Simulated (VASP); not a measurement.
# IrC (zincblende type) (F-43m) in VASP: notebook

Runs on IrC (zincblende type). Level: PBE. Tasks: single point.

Program: VASP 6.6.1. These are calculated values, not measurements. Logs are shortened: lines on timing, memory, paths and dates and some standing lists are left out, and cuts for length are marked.

**1. The cell of the first run**

The structure is cubic, space group F-43m (No. 216). Conventional cell: a = 3.854 Å, b = 3.854 Å, c = 3.854 Å, α = 90.00°, β = 90.00°, γ = 90.00°. Within 2.2 Å of Ir (site symmetry -43m) lie 4 C at 1.67 Å. Within 2.2 Å of C (site symmetry -43m) lie 4 Ir at 1.67 Å.

**2. Single point, PBE (volume scaled by 0.58)**

INCAR

```
PREC = Accurate
ENCUT = 520
EDIFF = 1E-6
ISMEAR = -1
SIGMA = 0.08
LREAL = False
LASPH = True
NELM = 100
ALGO = Normal
ISIF = 2
LWAVE = False
LCHARG = True
GGA = PE
LELF = True
LVHAR = True
NBANDS = 14
```

KPOINTS

```
regular mesh
0
Gamma
  16 16 16
```

POSCAR

```
IrC
1.0
    0.0000000000      1.9268954272      1.9268954272
    1.9268954272      0.0000000000      1.9268954272
    1.9268954272      1.9268954272      0.0000000000
Ir C
1 1
Direct
    0.0000000000      0.0000000000      0.0000000000
    0.2500000000      0.2500000000      0.2500000000
```

Potentials or basis: VASP PAW PBE potentials, release 64 (Ir, C).

Run with:

```sh
> cat potpaw_PBE.64/Ir/POTCAR potpaw_PBE.64/C/POTCAR > POTCAR
> mpirun -np 1 vasp_std > vasp.out
```

OUTCAR:

```text
PREC = Accurate
   ENCUT = 520
   EDIFF = 1E-6
   ISMEAR = -1
   LREAL = False
   LASPH = True
   NELM = 100
   ISIF = 2
   GGA = PE

 ion  position               nearest neighbor table
   1  0.000  0.000  0.000-   2 1.67   2 1.67   2 1.67   2 1.67
   2  0.250  0.250  0.250-   1 1.67   1 1.67   1 1.67   1 1.67

  LATTYP: Found a face centered cubic cell.
 ALAT       =     3.8537908544

  Lattice vectors:

 A1 = (   0.0000000000,   1.9268954272,   1.9268954272)
 A2 = (   1.9268954272,   0.0000000000,   1.9268954272)
 A3 = (   1.9268954272,   1.9268954272,   0.0000000000)

Analysis of symmetry for initial positions (statically):
=====================================================================
 Subroutine PRICEL returns:
 Original cell was already a primitive cell.

 Routine SETGRP: Setting up the symmetry group for a
 face centered cubic supercell.

 Subroutine GETGRP returns: Found 24 space group operations
 (whereof 24 operations were pure point group operations)
 out of a pool of 48 trial point group operations.

The static configuration has the point symmetry T_d .

Analysis of symmetry for dynamics (positions and initial velocities):
=====================================================================
 Subroutine PRICEL returns:
 Original cell was already a primitive cell.

 Routine SETGRP: Setting up the symmetry group for a
 face centered cubic supercell.

 Subroutine GETGRP returns: Found 24 space group operations
 (whereof 24 operations were pure point group operations)
 out of a pool of 48 trial point group operations.

The dynamic configuration has the point symmetry T_d .

 Subroutine INISYM returns: Found 24 space group operations
 (whereof 24 operations are pure point group operations),
 and found     1 'primitive' translations

----------------------------------------------------------------------------------------

                                     Primitive cell

  volume of cell :      14.3088

  direct lattice vectors                    reciprocal lattice vectors
     0.000000000  1.926895427  1.926895427    -0.259484761  0.259484761  0.259484761
     1.926895427  0.000000000  1.926895427     0.259484761 -0.259484761  0.259484761
     1.926895427  1.926895427  0.000000000     0.259484761  0.259484761 -0.259484761

  length of vectors
     2.725041646  2.725041646  2.725041646     0.449440790  0.449440790  0.449440790

  position of ions in fractional coordinates (direct lattice)
     0.000000000  0.000000000  0.000000000
     0.250000000  0.250000000  0.250000000

  ion indices of the primitive-cell ions
   primitive index   ion index
                 1           1
                 2           2

----------------------------------------------------------------------------------------

 KPOINTS: regular mesh

Automatic generation of k-mesh.
 Grid dimensions read from file:
 generate k-points for:   16   16   16

 Generating k-lattice:

  Cartesian coordinates                     Fractional coordinates (reciprocal lattice)
    -0.016217798  0.016217798  0.016217798     0.062500000  0.000000000  0.000000000
     0.016217798 -0.016217798  0.016217798     0.000000000  0.062500000  0.000000000
     0.016217798  0.016217798 -0.016217798     0.000000000  0.000000000  0.062500000

  Length of vectors
     0.028090049  0.028090049  0.028090049

  Shift w.r.t. Gamma in fractional coordinates (k-lattice)
     0.000000000  0.000000000  0.000000000

 Subroutine IBZKPT returns following result:
 ===========================================

 Found    145 irreducible k-points:

 Following reciprocal coordinates:
            Coordinates               Weight
  0.000000  0.000000  0.000000      1.000000
  0.062500  0.000000  0.000000      8.000000
  0.125000  0.000000  0.000000      8.000000
  0.187500  0.000000  0.000000      8.000000
  0.250000  0.000000  0.000000      8.000000
  0.312500  0.000000  0.000000      8.000000
[... 16 lines left out ...]
 -0.125000  0.062500  0.000000     24.000000
 -0.062500  0.062500  0.000000     12.000000
 [... further k-points ...]
   k-points           NKPTS =    145   k-points in BZ     NKDIM =    145   number of bands    NBANDS=     14
   number of dos      NEDOS =    301   number of ions     NIONS =      2
   total plane-waves  NPLWV =   8000
   dimension x,y,z NGX =    20 NGY =   20 NGZ =   20
   dimension x,y,z NGXF=    40 NGYF=   40 NGZF=   40
   ions per type =               1   1
   NGX,Y,Z   is equivalent  to a cutoff of  12.20, 12.20, 12.20 a.u.
   NGXF,Y,Z  is equivalent  to a cutoff of  24.40, 24.40, 24.40 a.u.
 SYSTEM =  unknown system
   PREC   = accura    normal or accurate (medium, high low for compatibility)
   ISTART =      0    job   : 0-new  1-cont  2-samecut
   ICHARG =      2    charge: 1-file 2-atom 10-const
   ISPIN  =      1    spin polarized calculation?
   LNONCOLLINEAR =      F non collinear calculations
   LSORBIT =      F    spin-orbit coupling
   LASPH  =      T    aspherical Exc in radial PAW
   ENCUT  =  520.0 eV  38.22 Ry    6.18 a.u.   5.07  5.07  5.07*2*pi/ulx,y,z
   NELM   =    100;   NELMIN=  2; NELMDL= -5     # of ELM steps
   EDIFF  = 0.1E-05   stopping-criterion for ELM
   LREAL  =      F    real-space projection
   EDIFFG = 0.1E-04   stopping-criterion for IOM
   NSW    =      0    number of steps for IOM
   IBRION =     -1    ionic relax: 0-MD 1-quasi-New 2-CG
   NFREE  =      0    steps in history (QN), initial steepest desc. (CG)
   ISIF   =      2    stress and relaxation
   ISYM   =      2    0-nonsym 1-usesym 2-fastsym
   POTIM  = 0.5000    time-step for ionic-motion
   TEBEG  =    0.0;   TEEND  =   0.0 temperature during run
   PSTRESS=    0.0 pullay stress
   NELECT =      13.0000    total number of electrons
   NUPDOWN=      -1.0000    fix difference up-down
   EMIN   =  10.00;   EMAX   =-10.00  energy-range for DOS
   EFERMI =   0.00;   METHOD = LEGACY
   ISMEAR =    -1;   SIGMA  =   0.08  broadening in eV -4-tet -1-fermi 0-gaus
   EFERMI_NEDOS =   21; number of points for ismear=-14 and -15
   IALGO  =     38    algorithm
   IMIX   =      4    mixing-type and parameters
     AMIX     =   0.40;   BMIX     =  1.00
     AMIX_MAG =   1.60;   BMIX_MAG =  1.00
  volume/ion in A,a.u.               =       7.15        48.28
  Fermi-wavevector in a.u.,A,eV,Ry     =   1.585579  2.996309 34.205860  2.514060
  Thomas-Fermi vector in A             =   2.685022
   LORBIT       =      0    0 simple, 1 ext, 2 COOP (PROOUT), +10 PAW based schemes
   GGA     = PE    functional components
   LHFCALC =     F    Hartree Fock is set to
   AEXX    =    0.0000 exact exchange contribution
   IVDW    =     0    specifies the selected vdW correction
   LEPSILON=     F    determine dielectric tensor
   LRPA    =     F    only Hartree local field effects (RPA)
 non-spin polarized calculation
  energy-cutoff  :      520.00
  volume of cell :       14.31
 maximum number of plane-waves:       396
   NGX = 11   NGY = 11   NGZ = 11

 number of electron      12.9999999 magnetization

 Free energy of the ion-electron system (eV)
  ---------------------------------------------------
  ext. energy  EPLUGINS =         0.00000000
  ---------------------------------------------------
  free energy    TOTEN  =        -6.74829700 eV

  energy without entropy =       -6.73691759  energy(sigma->0) =       -6.74260730

 E-fermi :  17.3737     XC(G=0): -15.4586

 val. band max:       17.3378419133   @ k =  -0.3125   0.1875   0.0000
 cond. band min:      17.4206870168   @ k =  -0.3750   0.3750   0.0000
 fundamental gap:      0.0828451034
 Fermi energy:        17.3737461070

 k-point     1 :       0.0000    0.0000    0.0000
  band No.  band energies     occupation
      1      -3.0582      2.00000
      2       4.6390      2.00000
      3       4.6390      2.00000
      4       4.6390      2.00000
      5      12.4710      2.00000
      6      12.4710      2.00000
      7      21.2414      0.00000
      8      25.7215      0.00000
      9      25.7215      0.00000
     10      25.7215      0.00000
     11      36.6673      0.00000
     12      36.6771      0.00000
     13      36.6771      0.00000
     14      36.6771      0.00000

 k-point     2 :       0.0625    0.0000    0.0000
  band No.  band energies     occupation
      1      -2.9125      2.00000
      2       4.5981      2.00000
      3       4.7148      2.00000
      4       4.7148      2.00000
      5      12.3942      2.00000
      6      12.3942      2.00000
      7      21.4339      0.00000
      8      25.5592      0.00000
      9      25.9199      0.00000
     10      25.9199      0.00000
     11      34.9253      0.00000
     12      36.5051      0.00000
     13      36.5051      0.00000
     14      37.9918      0.00000

 k-point     3 :       0.1250    0.0000    0.0000
  band No.  band energies     occupation
      1      -2.4991      2.00000
      2       4.5124      2.00000
      3       4.9230      2.00000
      4       4.9230      2.00000
      5      12.2223      2.00000
      6      12.2223      2.00000
      7      21.8577      0.00000
      8      25.2784      0.00000
      9      26.3847      0.00000
     10      26.3847      0.00000
     11      32.5628      0.00000
     12      36.0721      0.00000
     13      36.0721      0.00000
     14      39.4884      0.00000
[... 324 lines left out ...]
 k-point    23 :      -0.1250    0.0625    0.0000
  band No.  band energies     occupation
      1      -2.1943      2.00000
      2       4.4059      2.00000
      3       5.0281      2.00000
      4       5.1827      2.00000
      5      11.7934      2.00000
      6      12.4615      2.00000
      7      22.0945      0.00000
      8      25.3052      0.00000
      9      26.1526      0.00000
     10      26.9559      0.00000
     11      31.6904      0.00000
     12      34.3744      0.00000
     13      36.8328      0.00000
     14      40.6294      0.00000

 k-point    24 :      -0.0625    0.0625    0.0000
  band No.  band energies     occupation
      1      -2.6766      2.00000
      2       4.5043      2.00000
      3       4.8053      2.00000
      4       4.9045      2.00000
      5      12.1037      2.00000
      6      12.4652      2.00000
      7      21.7208      0.00000
      8      25.4968      0.00000
      9      25.8662      0.00000
     10      26.3861      0.00000
     11      33.8117      0.00000
     12      35.2962      0.00000
     13      36.7678      0.00000
     14      39.0465      0.00000

 [... further k-points ...]

------------------------ aborting loop because EDIFF is reached ----------------------------------------

  FORCE on cell =-STRESS in cart. coord.  units (eV):
  Direction    XX          YY          ZZ          XY          YZ          ZX
  --------------------------------------------------------------------------------------
  -------------------------------------------------------------------------------------
  Total       45.2173153     45.2173153     45.2173153      0.0000000      0.0000000      0.0000000
  in kB     5063.0349085   5063.0349085   5063.0349085      0.0000000      0.0000000      0.0000000
  external PRESSURE =    5063.0349085 kB  Pullay stress =       0.0000000 kB

 VOLUME and BASIS-vectors are now :
 -----------------------------------------------------------------------------
  energy-cutoff  :      520.00
  volume of cell :       14.31
      direct lattice vectors                 reciprocal lattice vectors
     0.000000000  1.926895427  1.926895427    -0.259484761  0.259484761  0.259484761
     1.926895427  0.000000000  1.926895427     0.259484761 -0.259484761  0.259484761
     1.926895427  1.926895427  0.000000000     0.259484761  0.259484761 -0.259484761

 POSITION                                       TOTAL-FORCE (eV/Angst)
 -----------------------------------------------------------------------------------
      0.00000      0.00000      0.00000         0.000000      0.000000      0.000000
      0.96345      0.96345      0.96345        -0.000000     -0.000000     -0.000000
 -----------------------------------------------------------------------------------
    total drift:                               -0.000000     -0.000000     -0.000000

  FREE ENERGIE OF THE ION-ELECTRON SYSTEM (eV)
  ---------------------------------------------------
  free  energy   TOTEN  =        -6.7482970009 eV

  energy  without entropy=       -6.7369175946  energy(sigma->0) =       -6.74260730
```

Run time: 28 s. Hardware: 1 thread of Intel Xeon Platinum 8259CL at 2.50GHz (Skylake/Cascade Lake), shared host; peak memory 0.15 GiB.

What came out:

```
Free energy : -6.7483 eV
Pressure    : 506.3 GPa
```

Caveat: spin-orbit coupling is left out, which moves the levels of the heavy elements.

**3. Single point, PBE (volume scaled by 0.68)**

INCAR

```
SYSTEM = IrC
  PREC = Accurate
  ENCUT = 520
  EDIFF = 1E-7
  ISMEAR = -1
  SIGMA = 0.08
  LREAL = .False.
  LASPH = .True.
  NELM = 100
  ALGO = Normal
  ISIF = 2
  LWAVE = .False.
  LCHARG = .False.
  GGA = PE
  NBANDS = 14
```

KPOINTS

```
regular mesh
0
Gamma
  16 16 16
  0 0 0
```

POSCAR

```
IrC
1.0
    0.0000000000      2.0318194769      2.0318194769
    2.0318194769      0.0000000000      2.0318194769
    2.0318194769      2.0318194769      0.0000000000
Ir C
1 1
Direct
    0.0000000000      0.0000000000      0.0000000000
    0.2500000000      0.2500000000      0.2500000000
```

Potentials or basis: VASP PAW PBE potentials, release 64 (Ir, C).

Run with:

```sh
> cat potpaw_PBE.64/Ir/POTCAR potpaw_PBE.64/C/POTCAR > POTCAR
> mpirun -np 1 vasp_std > vasp.out
```

It took 32 s on 1 thread of Intel Xeon Platinum 8259CL at 2.50GHz (Skylake/Cascade Lake), shared host; peak memory 0.17 GiB.

Results (log left out):

* Free energy: -12.4289 eV
* Pressure: 257.9 GPa

Levels at points of the mesh, in eV from the Fermi level:
```csv
k point,band 3,band 4,band 5,band 6,band 7,band 8,band 9,band 10
"(0.00, 0.00, 0.00)",-10.59,-10.59,-3.98,-3.98,3.94,8.06,8.06,8.06
"(0.50, 0.00, 0.00)",-9.61,-8.80,-2.72,-2.72,-1.10,4.72,4.72,6.52
"(0.50, 0.50, 0.00)",-5.68,-5.68,-5.18,-1.87,0.37,0.62,0.62,14.48
```

Caveat: spin-orbit coupling is left out, which moves the levels of the heavy elements.

**4. Single point, PBE (volume scaled by 0.68)**

INCAR

```
PREC = Accurate
ENCUT = 520
EDIFF = 1E-7
ISMEAR = -1
SIGMA = 0.08
LREAL = False
LASPH = True
NELM = 100
ALGO = Normal
ISIF = 2
LWAVE = False
LCHARG = False
GGA = PE
NBANDS = 14
```

KPOINTS

```
regular mesh
0
Gamma
  16 16 16
```

POSCAR is that of step 3.

Run with:

```sh
> cat potpaw_PBE.64/Ir/POTCAR potpaw_PBE.64/C/POTCAR > POTCAR
> mpirun -np 1 vasp_std > vasp.out
```

Wall time 36 s (1 thread of Intel Xeon Platinum 8259CL at 2.50GHz (Skylake/Cascade Lake), shared host); peak memory 0.17 GiB.

The run converged. Its results:

```
Free energy : -12.4289 eV
Pressure    : 257.9 GPa
```

Levels at points of the mesh, in eV from the Fermi level:
| k point | band 4 | band 5 | band 6 | band 7 | band 8 | band 9 |
| --- | --- | --- | --- | --- | --- | --- |
| (0.00, 0.00, 0.00) | -10.59 | -3.98 | -3.98 | 3.94 | 8.06 | 8.06 |
| (0.50, 0.00, 0.00) | -8.80 | -2.72 | -2.72 | -1.10 | 4.72 | 4.72 |
| (0.50, 0.50, 0.00) | -5.68 | -5.18 | -1.87 | 0.37 | 0.62 | 0.62 |

Caveat: spin-orbit coupling is left out, which moves the levels of the heavy elements.

**5. Single point, PBE (volume scaled by 0.78)**

INCAR

```
SYSTEM = IrC
PREC = Accurate
ENCUT = 520
EDIFF = 1E-6
ISMEAR = -1
SIGMA = 0.08
LREAL = .FALSE.
LASPH = .TRUE.
NELM = 100
ALGO = Normal
ISIF = 2
LWAVE = .FALSE.
LCHARG = .FALSE.
GGA = PE
NBANDS = 14
```

KPOINTS

```
regular mesh
0
G
  16 16 16
  0 0 0
```

POSCAR

```
IrC
1.0
    0.0000000000      2.1268997284      2.1268997284
    2.1268997284      0.0000000000      2.1268997284
    2.1268997284      2.1268997284      0.0000000000
Ir C
1 1
Direct
    0.0000000000      0.0000000000      0.0000000000
    0.2500000000      0.2500000000      0.2500000000
```

Run with:

```sh
> cat potpaw_PBE.64/Ir/POTCAR potpaw_PBE.64/C/POTCAR > POTCAR
> mpirun -np 1 vasp_std > vasp.out
```

Run time: 29 s. Hardware: 1 thread of Intel Xeon Platinum 8259CL at 2.50GHz (Skylake/Cascade Lake), shared host; peak memory 0.17 GiB.

It converged, with:

```yaml
Free_energy: -15.2756 eV
Pressure: 124.8 GPa
```

Levels at points of the mesh, in eV from the Fermi level:
```
           k point  band 2  band 3  band 4  band 5  band 6  band 7  band 8  band 9  band 10  band 11
(0.00, 0.00, 0.00)   -9.01   -9.01   -9.01   -3.32   -3.32    3.88    7.55    7.55     7.55    15.68
(0.50, 0.00, 0.00)   -8.15   -8.15   -7.84   -2.35   -2.35   -1.04    4.38    4.38     6.74    12.66
(0.50, 0.50, 0.00)  -10.65   -4.99   -4.99   -4.41   -1.66    0.10    0.66    0.66    13.67    13.72
```

Caveat: spin-orbit coupling is left out, which moves the levels of the heavy elements.

**6. Single point, PBE (volume scaled by 0.78)**

INCAR

```
  PREC = Accurate
  ENCUT = 520
  EDIFF = 1E-6
  ISMEAR = -1
  SIGMA = 0.08
  LREAL = False
  LASPH = True
  NELM = 60
  ALGO = Normal
  ISIF = 2
  LWAVE = False
  LCHARG = False
  GGA = PE
  NBANDS = 14
```

KPOINTS

```
Automatic mesh
0
Gamma
  16 16 16
```

POSCAR is that of step 5.

Potentials or basis: VASP PAW PBE potentials, release 64 (Ir, C).

Run with:

```sh
> cat potpaw_PBE.64/Ir/POTCAR potpaw_PBE.64/C/POTCAR > POTCAR
> mpirun -np 1 vasp_std > vasp.out
```

It took 28 s on 1 thread of Intel Xeon Platinum 8259CL at 2.50GHz (Skylake/Cascade Lake), shared host; peak memory 0.17 GiB.

The run converged. Its results:

```
Free energy : -15.2756 eV
Pressure    : 124.8 GPa
```

Levels at points of the mesh, in eV from the Fermi level:
| k point | band 3 | band 4 | band 5 | band 6 | band 7 | band 8 | band 9 | band 10 |
| --- | --- | --- | --- | --- | --- | --- | --- | --- |
| (0.00, 0.00, 0.00) | -9.01 | -9.01 | -3.32 | -3.32 | 3.88 | 7.55 | 7.55 | 7.55 |
| (0.50, 0.00, 0.00) | -8.15 | -7.84 | -2.35 | -2.35 | -1.04 | 4.38 | 4.38 | 6.74 |
| (0.50, 0.50, 0.00) | -4.99 | -4.99 | -4.41 | -1.66 | 0.10 | 0.66 | 0.66 | 13.67 |

Caveat: spin-orbit coupling is left out, which moves the levels of the heavy elements.

**7. Overview**

```tsv
cell	gap on the mesh (eV)	pressure (GPa)
a = 2.725 Å, angles 60.0°, 2 atoms	none	506.3
a = 2.873 Å, angles 60.0°, 2 atoms	none	257.9
a = 3.008 Å, angles 60.0°, 2 atoms	none	124.8
```

Alike in all rows: task single point; level PBE; potentials or basis VASP PAW PBE potentials, release 64 (Ir, C); no spin polarisation; k mesh 16 × 16 × 16; cutoff (eV) 520; smearing fermi-dirac 0.08 eV.

Caveats: spin-orbit coupling is left out, which moves the levels of the heavy elements.

Absolute energies hang on the potentials; compare differences alone.
